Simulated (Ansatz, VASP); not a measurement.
# TaSn: VASP beside Ansatz

```
CELL_PARAMETERS angstrom
4.06655 0.00000 0.00000
-2.03327 3.52173 0.00000
0.00000 0.00000 6.51243
ATOMIC_POSITIONS crystal
Ta 0.33333 0.66667 0.00000
Ta 0.66667 0.33333 0.50000
Sn 0.33333 0.66667 0.38210
Sn 0.66667 0.33333 0.88210
```

Alike in both runs: task relaxation of cell and atoms; functional r2SCAN; k mesh 6 × 6 × 4; occupations gaussian, width 0.1 eV; no spin polarisation.

```csv
,VASP,Ansatz
version,VASP 6.6.1,Ansatz 0.2.0
potentials or method,"VASP PAW PBE potentials, release 64 (Ta_pv, Sn_d), cutoff 600 eV","scalar-relativistic, plane waves, PAW"
valence electrons in the cell,50,54
```

Ansatz gave:

- gap on the k mesh at the Fermi level, each at its own relaxed structure (eV): none
- relaxed volume (Å³/atom): 27.16
- relaxed cell length with the largest relative difference (Å): 4.784

**Question.** What did VASP give for the same quantities?

**Answer.** gap on the k mesh at the Fermi level, each at its own relaxed structure (eV): none; relaxed volume (Å³/atom): 27.22; relaxed cell length with the largest relative difference (Å): 4.789.

VASP's potentials were made for PBE, not for r2SCAN. A gap of «none» marks a metal or a gap that the smearing closes. VASP's potentials hold 50 valence electrons a cell and Ansatz's 54, so a difference there can come from the potentials and not from the codes.

Spin-orbit coupling is off throughout. Noted on VASP's run: the volume moved by over 15 % at a fixed basis, so the end points are rough.
